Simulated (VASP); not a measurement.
# Na (Fd-3m) in VASP: notebook

Na is run at these levels: PBE; tasks: single point, relaxation of cell and atoms.

All numbers are computed with VASP 6.6.1; they aren't measurements. Logs are shortened: lines on timing, memory, paths and dates and some standing lists are left out, and cuts for length are marked.

### 1 The cell of the first run

The structure is cubic, space group Fd-3m (No. 227). The conventional cell has a = 7.566 Å, b = 7.566 Å, c = 7.566 Å, α = 90.00°, β = 90.00°, γ = 90.00°. Na (site symmetry -43m) has 4 Na at 3.28 Å within 4.3 Å.

### 2 Single point, PBE

INCAR reads:

```
ALGO     = Normal         # electronic algorithm
EDIFF    = 1E-6           # SCF threshold, eV
ENCUT    = 500            # plane-wave cutoff, eV
GGA      = PE             # functional
GGA_COMPAT= F            
ISIF     = 2              # what is computed and relaxed
ISMEAR   = -1             # smearing method
LASPH    = T              # aspherical terms in the spheres
LCHARG   = F              # write CHGCAR
LREAL    = F              # projectors in reciprocal space
LWAVE    = F              # write WAVECAR
NBANDS   = 14             # bands
NELM     = 120            # most SCF steps
PREC     = Accurate       # precision mode
SIGMA    = 0.05           # smearing width, eV
```

KPOINTS reads:

```
k-points
0
Gamma
  9 9 9
```

POSCAR reads:

```
Na
1.0
    0.0000000000      3.7830210393      3.7830210393
    3.7830210393      0.0000000000      3.7830210393
    3.7830210393      3.7830210393      0.0000000000
Na
2
Direct
   -0.1250000000     -0.1250000000     -0.1250000000
    0.1250000000      0.1250000000      0.1250000000
```

Potentials or basis: VASP PAW PBE potentials, release 64 (Na_pv).

On the command line:

```bash
$ cat potpaw_PBE.64/Na_pv/POTCAR > POTCAR
$ mpirun -np 1 vasp_std > vasp.out
```

OUTCAR:

```text
EDIFF = 1E-6
   ENCUT = 500
   GGA = PE
   ISIF = 2
   ISMEAR = -1
   LASPH = T
   LREAL = F
   NELM = 120
   PREC = Accurate

 ion  position               nearest neighbor table
   1  0.875  0.875  0.875-
   2  0.125  0.125  0.125-

  LATTYP: Found a face centered cubic cell.
 ALAT       =     7.5660420786

  Lattice vectors:

 A1 = (   0.0000000000,   3.7830210393,   3.7830210393)
 A2 = (   3.7830210393,   0.0000000000,   3.7830210393)
 A3 = (   3.7830210393,   3.7830210393,   0.0000000000)

Analysis of symmetry for initial positions (statically):
=====================================================================
 Subroutine PRICEL returns:
 Original cell was already a primitive cell.

 Routine SETGRP: Setting up the symmetry group for a
 face centered cubic supercell.

 Subroutine GETGRP returns: Found 48 space group operations
 (whereof 12 operations were pure point group operations)
 out of a pool of 48 trial point group operations.

The static configuration has the point symmetry D_3d.
 The point group associated with its full space group is O_h .

Analysis of symmetry for dynamics (positions and initial velocities):
=====================================================================
 Subroutine PRICEL returns:
 Original cell was already a primitive cell.

 Routine SETGRP: Setting up the symmetry group for a
 face centered cubic supercell.

 Subroutine GETGRP returns: Found 48 space group operations
 (whereof 12 operations were pure point group operations)
 out of a pool of 48 trial point group operations.

The dynamic configuration has the point symmetry D_3d.
 The point group associated with its full space group is O_h .

 Subroutine INISYM returns: Found 48 space group operations
 (whereof 12 operations are pure point group operations),
 and found     1 'primitive' translations

----------------------------------------------------------------------------------------

                                     Primitive cell

  volume of cell :     108.2795

  direct lattice vectors                    reciprocal lattice vectors
     0.000000000  3.783021039  3.783021039    -0.132169500  0.132169500  0.132169500
     3.783021039  0.000000000  3.783021039     0.132169500 -0.132169500  0.132169500
     3.783021039  3.783021039  0.000000000     0.132169500  0.132169500 -0.132169500

  length of vectors
     5.349999661  5.349999661  5.349999661     0.228924290  0.228924290  0.228924290

  position of ions in fractional coordinates (direct lattice)
     0.875000000  0.875000000  0.875000000
     0.125000000  0.125000000  0.125000000

  ion indices of the primitive-cell ions
   primitive index   ion index
                 1           1
                 2           2

----------------------------------------------------------------------------------------

 KPOINTS: k-points

Automatic generation of k-mesh.
 Grid dimensions read from file:
 generate k-points for:    9    9    9

 Generating k-lattice:

  Cartesian coordinates                     Fractional coordinates (reciprocal lattice)
    -0.014685500  0.014685500  0.014685500     0.111111111  0.000000000  0.000000000
     0.014685500 -0.014685500  0.014685500     0.000000000  0.111111111  0.000000000
     0.014685500  0.014685500 -0.014685500     0.000000000  0.000000000  0.111111111

  Length of vectors
     0.025436032  0.025436032  0.025436032

  Shift w.r.t. Gamma in fractional coordinates (k-lattice)
     0.000000000  0.000000000  0.000000000

 Subroutine IBZKPT returns following result:
 ===========================================

 Found     35 irreducible k-points:

 Following reciprocal coordinates:
            Coordinates               Weight
  0.000000  0.000000  0.000000      1.000000
  0.111111  0.000000  0.000000      8.000000
  0.222222  0.000000  0.000000      8.000000
  0.333333  0.000000  0.000000      8.000000
  0.444444  0.000000  0.000000      8.000000
  0.111111  0.111111  0.000000      6.000000
[... 16 lines left out ...]
 -0.333333  0.333333  0.000000     12.000000
  0.444444  0.444444  0.000000      6.000000
 [... further k-points ...]
   k-points           NKPTS =     35   k-points in BZ     NKDIM =     35   number of bands    NBANDS=     14
   number of dos      NEDOS =    301   number of ions     NIONS =      2
   total plane-waves  NPLWV =  64000
   dimension x,y,z NGX =    40 NGY =   40 NGZ =   40
   dimension x,y,z NGXF=    80 NGYF=   80 NGZF=   80
   ions per type =               2
   NGX,Y,Z   is equivalent  to a cutoff of  12.43, 12.43, 12.43 a.u.
   NGXF,Y,Z  is equivalent  to a cutoff of  24.86, 24.86, 24.86 a.u.
 SYSTEM =  unknown system
   PREC   = accura    normal or accurate (medium, high low for compatibility)
   ISTART =      0    job   : 0-new  1-cont  2-samecut
   ICHARG =      2    charge: 1-file 2-atom 10-const
   ISPIN  =      1    spin polarized calculation?
   LNONCOLLINEAR =      F non collinear calculations
   LSORBIT =      F    spin-orbit coupling
   LASPH  =      T    aspherical Exc in radial PAW
   ENCUT  =  500.0 eV  36.75 Ry    6.06 a.u.   9.75  9.75  9.75*2*pi/ulx,y,z
   NELM   =    120;   NELMIN=  2; NELMDL= -5     # of ELM steps
   EDIFF  = 0.1E-05   stopping-criterion for ELM
   LREAL  =      F    real-space projection
   EDIFFG = 0.1E-04   stopping-criterion for IOM
   NSW    =      0    number of steps for IOM
   IBRION =     -1    ionic relax: 0-MD 1-quasi-New 2-CG
   NFREE  =      0    steps in history (QN), initial steepest desc. (CG)
   ISIF   =      2    stress and relaxation
   ISYM   =      2    0-nonsym 1-usesym 2-fastsym
   POTIM  = 0.5000    time-step for ionic-motion
   TEBEG  =    0.0;   TEEND  =   0.0 temperature during run
   PSTRESS=    0.0 pullay stress
   NELECT =      14.0000    total number of electrons
   NUPDOWN=      -1.0000    fix difference up-down
   EMIN   =  10.00;   EMAX   =-10.00  energy-range for DOS
   EFERMI =   0.00;   METHOD = LEGACY
   ISMEAR =    -1;   SIGMA  =   0.05  broadening in eV -4-tet -1-fermi 0-gaus
   EFERMI_NEDOS =   21; number of points for ismear=-14 and -15
   IALGO  =     38    algorithm
   IMIX   =      4    mixing-type and parameters
     AMIX     =   0.40;   BMIX     =  1.00
     AMIX_MAG =   1.60;   BMIX_MAG =  1.00
  volume/ion in A,a.u.               =      54.14       365.35
  Fermi-wavevector in a.u.,A,eV,Ry     =   0.827819  1.564351  9.323860  0.685284
  Thomas-Fermi vector in A             =   1.940089
   LORBIT       =      0    0 simple, 1 ext, 2 COOP (PROOUT), +10 PAW based schemes
   GGA     = PE    functional components
   LHFCALC =     F    Hartree Fock is set to
   AEXX    =    0.0000 exact exchange contribution
   IVDW    =     0    specifies the selected vdW correction
   LEPSILON=     F    determine dielectric tensor
   LRPA    =     F    only Hartree local field effects (RPA)
 non-spin polarized calculation
  energy-cutoff  :      500.00
  volume of cell :      108.28
 maximum number of plane-waves:      2770
   NGX = 19   NGY = 19   NGZ = 19

 number of electron      13.9999987 magnetization

 Free energy of the ion-electron system (eV)
  ---------------------------------------------------
  ext. energy  EPLUGINS =         0.00000000
  ---------------------------------------------------
  free energy    TOTEN  =        -1.95269861 eV

  energy without entropy =       -1.94500795  energy(sigma->0) =       -1.94885328

 E-fermi :  -0.5806     XC(G=0):  -5.5061

 val. band max:       -0.6289408525   @ k =   0.4444   0.0000   0.0000
 cond. band min:      -0.5374433181   @ k =  -0.4444   0.2222   0.0000
 fundamental gap:      0.0914975344
 Fermi energy:        -0.5805743049

 k-point     1 :       0.0000    0.0000    0.0000
  band No.  band energies     occupation
      1     -26.0104      2.00000
      2     -26.0104      2.00000
      3     -26.0104      2.00000
      4     -25.9760      2.00000
      5     -25.9760      2.00000
      6     -25.9760      2.00000
      7      -3.1515      2.00000
      8       4.0019      0.00000
      9       4.0019      0.00000
     10       4.0019      0.00000
     11       4.3246      0.00000
     12       4.3246      0.00000
     13       4.3246      0.00000
     14       6.0166      0.00000

 k-point     2 :       0.1111    0.0000    0.0000
  band No.  band energies     occupation
      1     -26.0108      2.00000
      2     -26.0108      2.00000
      3     -26.0103      2.00000
      4     -25.9762      2.00000
      5     -25.9756      2.00000
      6     -25.9756      2.00000
      7      -3.0532      2.00000
      8       2.8868      0.00000
      9       3.6950      0.00000
     10       3.6950      0.00000
     11       4.6251      0.00000
     12       4.7481      0.00000
     13       4.7481      0.00000
     14       5.9144      0.00000

 k-point     3 :       0.2222    0.0000    0.0000
  band No.  band energies     occupation
      1     -26.0119      2.00000
      2     -26.0119      2.00000
      3     -26.0099      2.00000
      4     -25.9768      2.00000
      5     -25.9745      2.00000
      6     -25.9745      2.00000
      7      -2.7596      2.00000
      8       1.5655      0.00000
      9       3.4216      0.00000
     10       3.4216      0.00000
     11       4.5036      0.00000
     12       4.8535      0.00000
     13       4.8535      0.00000
     14       5.8643      0.00000

 k-point     4 :       0.3333    0.0000    0.0000
  band No.  band energies     occupation
      1     -26.0131      2.00000
      2     -26.0131      2.00000
      3     -26.0095      2.00000
      4     -25.9775      2.00000
      5     -25.9734      2.00000
      6     -25.9734      2.00000
      7      -2.2771      2.00000
      8       0.3697      0.00000
      9       3.2912      0.00000
     10       3.2912      0.00000
     11       4.3840      0.00000
     12       4.3840      0.00000
     13       4.4200      0.00000
     14       5.5139      0.00000

 k-point     5 :       0.4444    0.0000    0.0000
  band No.  band energies     occupation
      1     -26.0139      2.00000
      2     -26.0139      2.00000
      3     -26.0093      2.00000
      4     -25.9779      2.00000
      5     -25.9727      2.00000
      6     -25.9727      2.00000
      7      -1.6397      2.00000
      8      -0.6289      1.44917
      9       3.2682      0.00000
     10       3.2682      0.00000
     11       4.0706      0.00000
[... 276 lines left out ...]
 k-point    22 :      -0.4444    0.3333    0.0000
  band No.  band energies     occupation
      1     -26.0179      2.00000
      2     -26.0166      2.00000
      3     -25.9981      2.00000
      4     -25.9890      2.00000
      5     -25.9701      2.00000
      6     -25.9689      2.00000
      7      -0.8668      1.99349
      8      -0.0112      0.00002
      9       0.4729      0.00000
     10       2.0667      0.00000
     11       2.7271      0.00000
     12       4.5990      0.00000
     13       6.7187      0.00000
     14       7.4576      0.00000

 k-point    23 :      -0.3333    0.3333    0.0000
  band No.  band energies     occupation
      1     -26.0181      2.00000
      2     -26.0157      2.00000
      3     -26.0000      2.00000
      4     -25.9870      2.00000
      5     -25.9708      2.00000
      6     -25.9688      2.00000
      7      -0.8983      1.99653
      8       0.0241      0.00001
      9       0.1940      0.00000
     10       2.3249      0.00000
     11       3.0093      0.00000
     12       5.8388      0.00000
     13       6.4309      0.00000
     14       6.5000      0.00000

 k-point    24 :       0.4444    0.4444    0.0000
  band No.  band energies     occupation
      1     -26.0174      2.00000
      2     -26.0174      2.00000
      3     -25.9966      2.00000
      4     -25.9906      2.00000
      5     -25.9693      2.00000
      6     -25.9693      2.00000
      7      -1.0864      1.99992
      8       0.0381      0.00001
      9       1.8352      0.00000
     10       1.8352      0.00000
     11       2.4610      0.00000
     12       2.4833      0.00000
     13       8.4968      0.00000
     14       8.5981      0.00000

 [... further k-points ...]
[... 5 lines left out ...]
  --------------------------------------------------------------------------------------
  -------------------------------------------------------------------------------------
  Total        0.0089251      0.0089251      0.0089251      0.0000000      0.0000000      0.0000000
  in kB        0.1320615      0.1320615      0.1320615      0.0000000      0.0000000      0.0000000
  external PRESSURE =       0.1320615 kB  Pullay stress =       0.0000000 kB

 VOLUME and BASIS-vectors are now :
 -----------------------------------------------------------------------------
  energy-cutoff  :      500.00
  volume of cell :      108.28
      direct lattice vectors                 reciprocal lattice vectors
     0.000000000  3.783021039  3.783021039    -0.132169500  0.132169500  0.132169500
     3.783021039  0.000000000  3.783021039     0.132169500 -0.132169500  0.132169500
     3.783021039  3.783021039  0.000000000     0.132169500  0.132169500 -0.132169500

 POSITION                                       TOTAL-FORCE (eV/Angst)
 -----------------------------------------------------------------------------------
      6.62029      6.62029      6.62029        -0.000000     -0.000000     -0.000000
      0.94576      0.94576      0.94576         0.000000      0.000000      0.000000
 -----------------------------------------------------------------------------------
    total drift:                                0.000000      0.000000     -0.000000

  FREE ENERGIE OF THE ION-ELECTRON SYSTEM (eV)
  ---------------------------------------------------
  free  energy   TOTEN  =        -1.9526986148 eV

  energy  without entropy=       -1.9450079515  energy(sigma->0) =       -1.94885328
```

Run time: 21 s. Hardware: 1 thread of AMD EPYC 9R45 (Zen 5), shared host; peak memory 0.21 GiB.

Results:

```
Free energy            : -1.9527 eV
Pressure               : 0.0 GPa
Band gap on the k mesh : zero (band 7 reaches -0.39 eV, above the bottom of band 8 at -0.78 eV)
```

### 3 Relaxation of cell and atoms, PBE

This run uses another cell than the first one, of 46.21 Å³/atom, 0.854 times its volume.

INCAR reads:

```
SYSTEM = Na
ALGO = Normal
EDIFF = 1E-7
EDIFFG = -0.005
ENCUT = 500
GGA = PE
GGA_COMPAT = .FALSE.
IBRION = 2
ISIF = 3
ISMEAR = -1
LASPH = .TRUE.
LCHARG = .FALSE.
LREAL = .FALSE.
LWAVE = .FALSE.
NELM = 120
NELMIN = 4
NSW = 60
PREC = Accurate
SIGMA = 0.05
```

KPOINTS reads:

```
k-points
0
G
  9 9 9
  0 0 0
```

POSCAR reads:

```
Na
1.0
    0.0000000000      3.5884920589      3.5884920589
    3.5884920589      0.0000000000      3.5884920589
    3.5884920589      3.5884920589      0.0000000000
Na
2
Direct
   -0.1250000000     -0.1250000000     -0.1250000000
    0.1250000000      0.1250000000      0.1250000000
```

Potentials or basis: VASP PAW PBE potentials, release 64 (Na_pv).

On the command line:

```bash
$ cat potpaw_PBE.64/Na_pv/POTCAR > POTCAR
$ mpirun -np 1 vasp_std > vasp.out
```

OUTCAR:

```text
SYSTEM = Na
   EDIFF = 1E-7
   EDIFFG = -0.005
   ENCUT = 500
   GGA = PE
   IBRION = 2
   ISIF = 3
   ISMEAR = -1
   LASPH = .TRUE.
   LREAL = .FALSE.
   NELM = 120
   NELMIN = 4
   NSW = 60
   PREC = Accurate

 ion  position               nearest neighbor table
   1  0.875  0.875  0.875-
   2  0.125  0.125  0.125-

  LATTYP: Found a face centered cubic cell.
 ALAT       =     7.1769841178

  Lattice vectors:

 A1 = (   0.0000000000,   3.5884920589,   3.5884920589)
 A2 = (   3.5884920589,   0.0000000000,   3.5884920589)
 A3 = (   3.5884920589,   3.5884920589,   0.0000000000)

Analysis of symmetry for initial positions (statically):
=====================================================================
 Subroutine PRICEL returns:
 Original cell was already a primitive cell.

 Routine SETGRP: Setting up the symmetry group for a
 face centered cubic supercell.

 Subroutine GETGRP returns: Found 48 space group operations
 (whereof 12 operations were pure point group operations)
 out of a pool of 48 trial point group operations.

[... 174 lines left out ...]
  in kB        6.3436219      6.3436219      6.3436219     -0.0000000      0.0000000     -0.0000000
  external PRESSURE =       6.3436219 kB  Pullay stress =       0.0000000 kB
[... 167 lines left out ...]
--------------------------------------- Ionic step        6  -------------------------------------------

 number of electron      13.9999993 magnetization

 Free energy of the ion-electron system (eV)
  ---------------------------------------------------
  ext. energy  EPLUGINS =         0.00000000
  ---------------------------------------------------
  free energy    TOTEN  =        -1.94830194 eV

  energy without entropy =       -1.94062083  energy(sigma->0) =       -1.94446138

 E-fermi :  -0.5558     XC(G=0):  -5.5346

 val. band max:       -0.6078693960   @ k =   0.4444   0.0000   0.0000
 cond. band min:      -0.5170766952   @ k =  -0.4444   0.2222   0.0000
 fundamental gap:      0.0907927008
 Fermi energy:        -0.5558488839

 k-point     1 :       0.0000    0.0000    0.0000
  band No.  band energies     occupation
      1     -25.9841      2.00000
      2     -25.9841      2.00000
      3     -25.9841      2.00000
      4     -25.9485      2.00000
      5     -25.9485      2.00000
      6     -25.9485      2.00000
      7      -3.1478      2.00000
      8       4.0634      0.00000
      9       4.0634      0.00000
     10       4.0634      0.00000
     11       4.3832      0.00000
[... 309 lines left out ...]
 k-point    24 :       0.4444    0.4444    0.0000
  band No.  band energies     occupation
      1     -25.9913      2.00000
      2     -25.9913      2.00000
      3     -25.9697      2.00000
      4     -25.9635      2.00000
      5     -25.9414      2.00000
      6     -25.9414      2.00000
      7      -1.0643      1.99992
      8       0.0706      0.00001
      9       1.8775      0.00000
     10       1.8775      0.00000
     11       2.5042      0.00000

 [... further k-points ...]

------------------------ aborting loop because EDIFF is reached ----------------------------------------

  FORCE on cell =-STRESS in cart. coord.  units (eV):
  Direction    XX          YY          ZZ          XY          YZ          ZX
  --------------------------------------------------------------------------------------
  -------------------------------------------------------------------------------------
  Total       -0.0064816     -0.0064816     -0.0064816     -0.0000000     -0.0000000      0.0000000
  in kB       -0.0970755     -0.0970755     -0.0970755     -0.0000000     -0.0000000      0.0000000
  external PRESSURE =      -0.0970755 kB  Pullay stress =       0.0000000 kB
[... 17 lines left out ...]
  FREE ENERGIE OF THE ION-ELECTRON SYSTEM (eV)
  ---------------------------------------------------
  free  energy   TOTEN  =        -1.9483019364 eV

  energy  without entropy=       -1.9406208334  energy(sigma->0) =       -1.94446138

 reached required accuracy - stopping structural energy minimisation
```

It took 88 s on 1 thread of AMD EPYC 9R45 (Zen 5), shared host; peak memory 0.2 GiB.

What came out:

- Free energy: -1.9483 eV
- Relaxed volume: 53.49 Å³/atom
- Relaxed cell: a = 5.328 Å, b = 5.328 Å, c = 5.328 Å, α = 60.00°, β = 60.00°, γ = 60.00°
- Space group after relaxing (to 0.05 Å): Fd-3m (No. 227)
- Energy gained by relaxing: 12.9 meV/atom
- Ionic steps: 6
- Pressure after relaxing: 0.0 GPa
- Band gap on the k mesh: zero (band 7 reaches -0.36 eV, above the bottom of band 8 at -0.76 eV)

Step by step:
```tsv
step	energy change (eV)	largest force (eV/Å)	pressure (GPa)	volume (Å³)
1	0.0000	0.0000	0.63	92.42
2	-0.0087	0.0000	0.51	94.89
3	-0.0239	0.0000	0.19	102.56
4	-0.0124	0.0000	-0.32	119.12
5	-0.0256	0.0000	-0.04	108.04
6	-0.0258	0.0000	-0.01	106.98
```

Final structure:
```
Na
1.0
     0.00000    3.76778    3.76778
     3.76778    0.00000    3.76778
     3.76778    3.76778    0.00000
Na
2
Direct
  0.87500 0.87500 0.87500
  0.12500 0.12500 0.12500
```

Caveat: the volume moved by over 15 % at a fixed basis, so the end points are rough.

[end of part 1 of 2]
